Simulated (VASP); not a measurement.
# CuGe4 in VASP: relaxation of the atoms with PBE

Aim: the relaxation of the atoms of CuGe4 with PBE.

Everything below comes from runs of VASP 6.6.1. Logs are shortened: lines on timing, memory, paths and dates and some standing lists are left out, and cuts for length are marked.

## Step 1: The cell of the first run

The cell holds a slab with vacuum, 5 atoms: a = 4.074 Å, b = 4.074 Å, c = 19.856 Å, α = 90.00°, β = 90.00°, γ = 90.00°.

## Step 2: Relaxation of the atoms, PBE

The input, INCAR:

```
SYSTEM = CuGe4
PREC = Accurate
ENCUT = 520
EDIFF = 1E-6
ISMEAR = 0
SIGMA = 0.1
LREAL = .FALSE.
LASPH = .TRUE.
NELM = 100
ALGO = Normal
ISIF = 2
LWAVE = .FALSE.
LCHARG = .FALSE.
LDIPOL = .TRUE.
IDIPOL = 3
DIPOL = 0.5 0.5 0.359
GGA = PE
IBRION = 2
NSW = 36
EDIFFG = -0.025
KPAR = 4
```

The input, KPOINTS:

```
regular mesh
0
G
  7 7 1
  0 0 0
```

The input, POSCAR:

```
CuGe4
1.0
    4.0740542205      0.0000000000      0.0000000000
    0.0000000000      4.0740542205      0.0000000000
    0.0000000000      0.0000000000     19.8557568590
Ge Cu
4 1
Selective dynamics
Direct
    0.0000000000      0.5000000000      0.2014529100  F F F
    0.0000000000      0.0000000000      0.2739958855  F F F
    0.5000000000      0.0000000000      0.3493666156  F F F
    0.5000000000      0.5000000000      0.4208228837  F F F
    0.5000000000      0.5000000000      0.5477382170  F F T
```

Potentials or basis: VASP PAW PBE potentials, release 64 (Ge_d, Cu).

Started as:

```bash
> cat potpaw_PBE.64/Ge_d/POTCAR potpaw_PBE.64/Cu/POTCAR > POTCAR
> mpirun -np 4 vasp_std > vasp.out
```

OUTCAR:

```text
SYSTEM = CuGe4
   PREC = Accurate
   ENCUT = 520
   EDIFF = 1E-6
   ISMEAR = 0
   LREAL = .FALSE.
   LASPH = .TRUE.
   NELM = 100
   ISIF = 2
   GGA = PE
   IBRION = 2
   NSW = 36
   EDIFFG = -0.025

 ion  position               nearest neighbor table
   1  0.000  0.500  0.201-   2 2.49   2 2.49
   2  0.000  0.000  0.274-   1 2.49   1 2.49   3 2.53   3 2.53
   3  0.500  0.000  0.349-   4 2.48   4 2.48   2 2.53   2 2.53
   4  0.500  0.500  0.421-   3 2.48   3 2.48   5 2.52
   5  0.500  0.500  0.548-   4 2.52

  LATTYP: Found a simple tetragonal cell.
 ALAT       =     4.0740542205
 C/A-ratio  =     4.8737095248

  Lattice vectors:

 A1 = (   4.0740542205,   0.0000000000,   0.0000000000)
 A2 = (   0.0000000000,   4.0740542205,   0.0000000000)
 A3 = (   0.0000000000,   0.0000000000,  19.8557568590)

Analysis of symmetry for initial positions (statically):
=====================================================================
 Subroutine PRICEL returns:
 Original cell was already a primitive cell.

 Routine SETGRP: Setting up the symmetry group for a
 simple tetragonal supercell.

 Subroutine GETGRP returns: Found  4 space group operations
 (whereof  4 operations were pure point group operations)
 out of a pool of 16 trial point group operations.

The static configuration has the point symmetry C_2v.

Analysis of symmetry for dynamics (positions and initial velocities):
=====================================================================
 Subroutine PRICEL returns:
 Original cell was already a primitive cell.

 Routine SETGRP: Setting up the symmetry group for a
 simple tetragonal supercell.

 Subroutine GETGRP returns: Found  4 space group operations
 (whereof  4 operations were pure point group operations)
 out of a pool of 16 trial point group operations.

The dynamic configuration has the point symmetry C_2v.

Analysis of constrained symmetry for selective dynamics:
=====================================================================
 Subroutine PRICEL returns:
 Original cell was already a primitive cell.

 Routine SETGRP: Setting up the symmetry group for a
 simple tetragonal supercell.

 Subroutine GETGRP returns: Found  4 space group operations
 (whereof  4 operations were pure point group operations)
 out of a pool of 16 trial point group operations.

The constrained configuration has the point symmetry C_2v.

 Subroutine INISYM returns: Found  4 space group operations
 (whereof  4 operations are pure point group operations),
 and found     1 'primitive' translations

----------------------------------------------------------------------------------------

                                     Primitive cell

  volume of cell :     329.5642

  direct lattice vectors                    reciprocal lattice vectors
     4.074054220  0.000000000  0.000000000     0.245455742  0.000000000  0.000000000
     0.000000000  4.074054220  0.000000000     0.000000000  0.245455742  0.000000000
     0.000000000  0.000000000 19.855756859     0.000000000  0.000000000  0.050363228

  length of vectors
     4.074054220  4.074054220 19.855756859     0.245455742  0.245455742  0.050363228

  position of ions in fractional coordinates (direct lattice)
     0.000000000  0.500000000  0.201452910
     0.000000000  0.000000000  0.273995885
     0.500000000  0.000000000  0.349366616
     0.500000000  0.500000000  0.420822884
     0.500000000  0.500000000  0.547738217

  ion indices of the primitive-cell ions
   primitive index   ion index
                 1           1
                 2           2
                 3           3
                 4           4
                 5           5

----------------------------------------------------------------------------------------

 KPOINTS: regular mesh

Automatic generation of k-mesh.
 Grid dimensions read from file:
 generate k-points for:    7    7    1

 Generating k-lattice:

  Cartesian coordinates                     Fractional coordinates (reciprocal lattice)
     0.035065106  0.000000000  0.000000000     0.142857143  0.000000000  0.000000000
     0.000000000  0.035065106  0.000000000     0.000000000  0.142857143  0.000000000
     0.000000000  0.000000000  0.050363228     0.000000000  0.000000000  1.000000000

  Length of vectors
     0.035065106  0.035065106  0.050363228

  Shift w.r.t. Gamma in fractional coordinates (k-lattice)
     0.000000000  0.000000000  0.000000000

 Subroutine IBZKPT returns following result:
 ===========================================

 Found     16 irreducible k-points:

 Following reciprocal coordinates:
            Coordinates               Weight
  0.000000  0.000000  0.000000      1.000000
  0.142857  0.000000  0.000000      2.000000
  0.000000  0.142857  0.000000      2.000000
  0.285714  0.000000  0.000000      2.000000
  0.000000  0.285714  0.000000      2.000000
  0.428571  0.000000  0.000000      2.000000
[... 8 lines left out ...]
 -0.285714  0.428571  0.000000      4.000000
  0.428571  0.428571  0.000000      4.000000
   k-points           NKPTS =     16   k-points in BZ     NKDIM =     16   number of bands    NBANDS=     40
   number of dos      NEDOS =    301   number of ions     NIONS =      5
   total plane-waves  NPLWV = 135000
   dimension x,y,z NGX =    30 NGY =   30 NGZ =  150
   dimension x,y,z NGXF=    60 NGYF=   60 NGZF=  300
   ions per type =               4   1
   NGX,Y,Z   is equivalent  to a cutoff of  12.24, 12.24, 12.56 a.u.
   NGXF,Y,Z  is equivalent  to a cutoff of  24.48, 24.48, 25.12 a.u.
 SYSTEM =  CuGe4
   PREC   = accura    normal or accurate (medium, high low for compatibility)
   ISTART =      0    job   : 0-new  1-cont  2-samecut
   ICHARG =      2    charge: 1-file 2-atom 10-const
   ISPIN  =      1    spin polarized calculation?
   LNONCOLLINEAR =      F non collinear calculations
   LSORBIT =      F    spin-orbit coupling
   LASPH  =      T    aspherical Exc in radial PAW
   ENCUT  =  520.0 eV  38.22 Ry    6.18 a.u.   7.58  7.58 36.92*2*pi/ulx,y,z
   NELM   =    100;   NELMIN=  2; NELMDL= -5     # of ELM steps
   EDIFF  = 0.1E-05   stopping-criterion for ELM
   LREAL  =      F    real-space projection
   EDIFFG = -.3E-01   stopping-criterion for IOM
   NSW    =     36    number of steps for IOM
   IBRION =      2    ionic relax: 0-MD 1-quasi-New 2-CG
   NFREE  =      1    steps in history (QN), initial steepest desc. (CG)
   ISIF   =      2    stress and relaxation
   ISYM   =      2    0-nonsym 1-usesym 2-fastsym
   POTIM  = 0.5000    time-step for ionic-motion
   TEBEG  =    0.0;   TEEND  =   0.0 temperature during run
   PSTRESS=    0.0 pullay stress
   NELECT =      67.0000    total number of electrons
   NUPDOWN=      -1.0000    fix difference up-down
   EMIN   =  10.00;   EMAX   =-10.00  energy-range for DOS
   EFERMI =   0.00;   METHOD = LEGACY
   ISMEAR =     0;   SIGMA  =   0.10  broadening in eV -4-tet -1-fermi 0-gaus
   EFERMI_NEDOS =   21; number of points for ismear=-14 and -15
   IALGO  =     38    algorithm
   IMIX   =      4    mixing-type and parameters
     AMIX     =   0.40;   BMIX     =  1.00
     AMIX_MAG =   1.60;   BMIX_MAG =  1.00
  volume/ion in A,a.u.               =      65.91       444.80
  Fermi-wavevector in a.u.,A,eV,Ry     =   0.962616  1.819080 12.607561  0.926630
  Thomas-Fermi vector in A             =   2.092090
   LORBIT       =      0    0 simple, 1 ext, 2 COOP (PROOUT), +10 PAW based schemes
   GGA     = PE    functional components
   LHFCALC =     F    Hartree Fock is set to
   AEXX    =    0.0000 exact exchange contribution
   IVDW    =     0    specifies the selected vdW correction
   LEPSILON=     F    determine dielectric tensor
   LRPA    =     F    only Hartree local field effects (RPA)
 conjugate gradient relaxation of ions
 non-spin polarized calculation
 Gauss-broadening in eV      SIGMA  =   0.10
  energy-cutoff  :      520.00
  volume of cell :      329.56
 maximum number of plane-waves:      8917
   NGX = 15   NGY = 15   NGZ = 73

 dipolmoment           0.000000      0.000000      0.082297 electrons x Angstroem

--------------------------------------- Ionic step        1  -------------------------------------------

 number of electron      66.9999923 magnetization

 Free energy of the ion-electron system (eV)
  ---------------------------------------------------
  ext. energy  EPLUGINS =         0.00000000
  ---------------------------------------------------
  free energy    TOTEN  =       -17.61565051 eV

  energy without entropy =      -17.61018206  energy(sigma->0) =      -17.61291628

------------------------ aborting loop because EDIFF is reached ----------------------------------------

  FORCE on cell =-STRESS in cart. coord.  units (eV):
  Direction    XX          YY          ZZ          XY          YZ          ZX
  --------------------------------------------------------------------------------------
  -------------------------------------------------------------------------------------
  Total       -3.1701385     -0.2950490     -3.2877073      0.0000000      0.0000000      0.0000000
  in kB      -15.4116365     -1.4343815    -15.9831979      0.0000000      0.0000000      0.0000000
  external PRESSURE =     -10.9430720 kB  Pullay stress =       0.0000000 kB
[... 141 lines left out ...]
  energy  without entropy=      -17.8018782099  energy(sigma->0) =      -17.80395939

--------------------------------------- Ionic step        5  -------------------------------------------

 number of electron      66.9999919 magnetization

 dipolmoment           0.000000      0.000000     -0.144694 electrons x Angstroem

 Free energy of the ion-electron system (eV)
  ---------------------------------------------------
  ext. energy  EPLUGINS =         0.00000000
  ---------------------------------------------------
  free energy    TOTEN  =       -17.80744762 eV

  energy without entropy =      -17.80324551  energy(sigma->0) =      -17.80534657

 E-fermi :  -1.2972     XC(G=0):  -4.4463

 val. band max:       -1.4492972881   @ k =   0.4286   0.2857   0.0000
 cond. band min:      -1.2104548632   @ k =   0.2857   0.2857   0.0000
 fundamental gap:      0.2388424249
 Fermi energy:        -1.2971879682

 k-point     1 :       0.0000    0.0000    0.0000
  band No.  band energies     occupation
      1     -25.9622      2.00000
      2     -25.9036      2.00000
      3     -25.9033      2.00000
      4     -25.9031      2.00000
      5     -25.8454      2.00000
      6     -25.7486      2.00000
[... 677 lines left out ...]
     39       2.0070      0.00000
     40       2.6280      0.00000

------------------------ aborting loop because EDIFF is reached ----------------------------------------

 vacuum level on the upper side and lower side of the slab       (xc-potential included)        -0.927         0.651

  FORCE on cell =-STRESS in cart. coord.  units (eV):
  Direction    XX          YY          ZZ          XY          YZ          ZX
  --------------------------------------------------------------------------------------
  -------------------------------------------------------------------------------------
  Total       -3.2069768     -0.2374296     -0.3222404      0.0000000      0.0000000      0.0000000
  in kB      -15.5907262     -1.1542645     -1.5665727      0.0000000      0.0000000      0.0000000
  external PRESSURE =      -6.1038545 kB  Pullay stress =       0.0000000 kB

 VOLUME and BASIS-vectors are now :
 -----------------------------------------------------------------------------
  energy-cutoff  :      520.00
  volume of cell :      329.56
      direct lattice vectors                 reciprocal lattice vectors
     4.074054220  0.000000000  0.000000000     0.245455742  0.000000000  0.000000000
     0.000000000  4.074054220  0.000000000     0.000000000  0.245455742  0.000000000
     0.000000000  0.000000000 19.855756859     0.000000000  0.000000000  0.050363228
[... 11 lines left out ...]
  FREE ENERGIE OF THE ION-ELECTRON SYSTEM (eV)
  ---------------------------------------------------
  free  energy   TOTEN  =       -17.8074476204 eV

  energy  without entropy=      -17.8032455113  energy(sigma->0) =      -17.80534657

 reached required accuracy - stopping structural energy minimisation

 vacuum level on the upper side and lower side of the slab         1.873         3.494
```

Wall time 9 min (4 MPI ranks of AMD EPYC 7R43 (Zen 3), shared host); peak memory 0.46 GiB.

What came out:

| Item | Value |
| --- | --- |
| Free energy | -17.8074 eV |
| Energy gained by relaxing | 38.4 meV/atom |
| Ionic steps | 5 |
| Band gap on the k mesh | zero (an odd number of electrons rules out a gap without spin polarisation) |

Step by step:
| step | energy change (eV) | largest force on free atoms (eV/Å) | pressure (GPa) |
| --- | --- | --- | --- |
| 1 | 0.0000 | 1.1993 | -1.09 |
| 2 | -0.0655 | 1.0582 | -1.03 |
| 3 | -0.1882 | 0.2322 | -0.69 |
| 4 | -0.1904 | 0.1571 | -0.55 |
| 5 | -0.1918 | 0.0118 | -0.61 |

Final structure:
```
CELL_PARAMETERS angstrom
4.07405 0.00000 0.00000
0.00000 4.07405 0.00000
0.00000 0.00000 19.85576
ATOMIC_POSITIONS crystal
Ge 0.00000 0.50000 0.20145
Ge 0.00000 0.00000 0.27400
Ge 0.50000 0.00000 0.34937
Ge 0.50000 0.50000 0.42082
Cu 0.50000 0.50000 0.53462
```

Levels at points of the mesh, in eV from the Fermi level:
```tsv
k point	band 30	band 31	band 32	band 33	band 34	band 35	band 36	band 37
(0.00, 0.00, 0.00)	-1.76	-1.59	-1.38	-0.46	0.68	1.12	1.69	1.87
```
